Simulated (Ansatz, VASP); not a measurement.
One calculation of SrTiO3, two programs

Contents of INCAR:

```
ALGO     = Normal         # electronic algorithm
EDIFF    = 1E-7           # SCF threshold, eV
ENCUT    = 520            # plane-wave cutoff, eV
GGA      = PE             # functional
ISIF     = 2              # what is computed and relaxed
ISMEAR   = 0              # smearing method
LASPH    = True           # aspherical terms in the spheres
LCHARG   = False          # write CHGCAR
LREAL    = False          # projectors in reciprocal space
LWAVE    = False          # write WAVECAR
NBANDS   = 28             # bands
NELM     = 60             # most SCF steps
PREC     = Accurate       # precision mode
SIGMA    = 0.05           # smearing width, eV
```

File KPOINTS:

```
k-points
0
Gamma
  8 8 8
```

File POSCAR:

```
SrTiO3
1.0
    3.9364094381      0.0000000000      0.0000000000
    0.0000000000      3.9364094381      0.0000000000
    0.0000000000      0.0000000000      3.9364094381
Sr Ti O
1 1 3
Direct
    0.0126740684      0.0000000000      0.0000000000
    0.4885942987      0.5000000000      0.5000000000
   -0.0099596827      0.5000000000      0.5000000000
    0.4873367023      0.0000000000      0.5000000000
    0.4873367023      0.5000000000      0.0000000000
```

Input for Ansatz:

```yaml
crystal:
  lattice:
    - [3.9364094381, 0.0, 0.0]
    - [0.0, 3.9364094381, 0.0]
    - [0.0, 0.0, 3.9364094381]
  atoms:
    - { symbol: Sr, position: [0.0126740684, 0.0, 0.0] }
    - { symbol: Ti, position: [0.4885942987, 0.5, 0.5] }
    - { symbol: O, position: [-0.0099596827, 0.5, 0.5] }
    - { symbol: O, position: [0.4873367023, 0.0, 0.5] }
    - { symbol: O, position: [0.4873367023, 0.5, 0.0] }
basis:
  ecutwfc: 520.0
kpoints:
  mp_grid: { grid: [8, 8, 8] }
hamiltonian:
  xc: pbe
  pseudopotentials: { kind: paw, azcp: { folder: soft_1 } }
scf:
  occupations: { method: gaussian, width: 0.05 }
output:
  forces: true
  stress: true
  eigenvalues: true
```

Change from the starting cell: mode 1 frozen in at -0.019 Å and mode 7 at +0.058 Å (largest displacements).

Alike in both runs: task single point; functional PBE; k mesh 8 × 8 × 8; occupations gaussian, width 0.05 eV; no spin polarisation.

|  | VASP | Ansatz |
| --- | --- | --- |
| version | VASP 6.6.1 | Ansatz 0.2.0 |
| potentials or method | VASP PAW PBE potentials, release 64 (Sr_sv, Ti_sv, O), cutoff 520 eV | scalar-relativistic, plane waves, PAW |
| valence electrons in the cell | 40 | 40 |

```tsv
	VASP	Ansatz	Ansatz less VASP
gap on the k mesh at the Fermi level (eV)	1.81	1.84	+0.034
least direct gap on the mesh (eV)	2.17	2.19	+0.018
pressure (GPa)	0.8	0.2	-0.61
rms of the force components (eV/Å)	0.106	0.102	-0.0043
```

Atom by atom the forces differ by 0.005 eV/Å (rms over components).
